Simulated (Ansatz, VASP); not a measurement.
## LiTlSe2 in VASP and in Ansatz

```xyz
4
Lattice="4.2639 0.0000 0.0000 0.0000 4.2639 0.0000 0.0000 0.0000 5.9802" Properties=species:S:1:pos:R:3 pbc="T T T"
Li    0.0000    0.0000    0.0000
Se    0.0000    2.1320    1.3708
Se    2.1320    0.0000    4.6095
Tl    2.1320    2.1320    2.9901
```

Alike in both runs: task single point; functional r2SCAN0; k mesh 4 × 4 × 4; no spin polarisation.

|  | VASP | Ansatz |
| --- | --- | --- |
| version | VASP 6.6.1 | Ansatz 0.2.0 |
| potentials or method | VASP PAW PBE potentials, release 64 (Li_sv, Se, Tl_d) | plane waves, PAW |
| plane-wave cutoff (eV) | 720 | 500 |
| occupations | gaussian, width 0.01 eV | fixed |
| valence electrons in the cell | 28 | 48 |

|  | VASP | Ansatz | Ansatz less VASP |
| --- | --- | --- | --- |
| gap on the k mesh at the Fermi level (eV) | 1.98 | 1.95 | -0.033 |
| pressure (GPa) | -1.3 | -1.2 | +0.11 |
| rms of the force components (eV/Å) | 0.101 | 0.101 | -0.0002 |

VASP's potentials were made for PBE, not for r2SCAN0. VASP's potentials hold 28 valence electrons a cell and Ansatz's 48, so a difference there can come from the potentials and not from the codes. Ansatz's warnings: stress exchange threshold loose, stress scf threshold loose.

Neither program's run includes spin-orbit coupling.
